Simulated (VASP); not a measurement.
Write the native input for VASP 6.6.1 that does the following.

```yaml
Task: relaxation of the atoms
Functional: PBE
Dispersion: D3(BJ)
Potentials_or_basis: VASP PAW PBE potentials, release 64 (Al, Si, Cl)
Cutoff: 520 eV
k_mesh: 6 × 6 × 1
Occupations: gaussian, width 0.1 eV
Spin: no spin polarisation
Dipole_correction: yes
Atoms_held_fixed_from_0: "[0, 1, 2, 3, 4, 5, 6, 7]"
Further_INCAR_settings: LREAL = Auto; ALGO = Fast; EDIFF = 1e-06; IBRION = 2; EDIFFG = -0.03; NSW = 90
```

The structure of Al16SiCl3 lies in POSCAR:

```
Al16SiCl3
1.0
    5.6324246406      0.0000000000      0.0000000000
   -2.8162123203      4.8778228237      0.0000000000
    0.0000000000      0.0000000000     26.5994244859
Al Si Cl
16 1 3
Selective dynamics
Direct
    0.3333333333      0.1666666667      0.3195557861  F F F
    0.3333333333      0.6666666667      0.3195557861  F F F
    0.8333333333      0.1666666667      0.3195557861  F F F
    0.8333333333      0.6666666667      0.3195557861  F F F
    0.6666666667      0.3333333333      0.4060023080  F F F
    0.6666666667      0.8333333333      0.4060023080  F F F
    0.1666666667      0.3333333333      0.4060023080  F F F
    0.1666666667      0.8333333333      0.4060023080  F F F
    0.0000000000      0.5000000000      0.4919478288  T T T
    0.0000000000      0.0000000000      0.4919478288  T T T
    0.5000000000      0.5000000000      0.4919478288  T T T
    0.5000000000      0.0000000000      0.4919478288  T T T
    0.3333333333      0.6666666667      0.5795320091  T T T
    0.3333333333      0.1666666667      0.5795320091  T T T
    0.8333333333      0.6666666667      0.5795320091  T T T
    0.8333333333      0.1666666667      0.5795320091  T T T
    0.3333333333      0.6666666667      0.6667519413  T T T
    0.0997868133      0.2740930966      0.6931112068  T T T
    0.7259069034      0.8256937167      0.6931112068  T T T
    0.1743062833      0.9002131867      0.6931112068  T T T
```

The input as run:

INCAR

```
ALGO = Fast ; DIPOL = 0.5 0.5 0.497
EDIFF = 1E-6 ; EDIFFG = -0.03
ENCUT = 520 ; GGA = PE
IBRION = 2 ; IDIPOL = 3
ISIF = 2 ; ISMEAR = 0
IVDW = 12 ; KPAR = 4
LASPH = T ; LCHARG = F
LDIPOL = T ; LREAL = Auto
LWAVE = F ; NELM = 60
NSW = 90 ; PREC = Accurate
SIGMA = 0.1
```

KPOINTS

```
k-points
0
Gamma
  6 6 1
```

Potentials or basis: VASP PAW PBE potentials, release 64 (Al, Si, Cl).

The run is started by

```sh
$ cat potpaw_PBE.64/Al/POTCAR potpaw_PBE.64/Si/POTCAR potpaw_PBE.64/Cl/POTCAR > POTCAR
$ mpirun -np 4 vasp_std > vasp.out
```

Results of the run:

```
Energy gained by relaxing  : 181.5 meV/atom
Ionic steps                : 25
Band gap on the k mesh     : zero (an odd number of electrons rules out a gap without spin polarisation)
Dispersion energy per atom : -0.265 eV
```

Wall time 52 min on 4 MPI ranks on Oxide Virtual Turin-like Processor, with other jobs on the host, peak memory 0.95 GiB a rank.
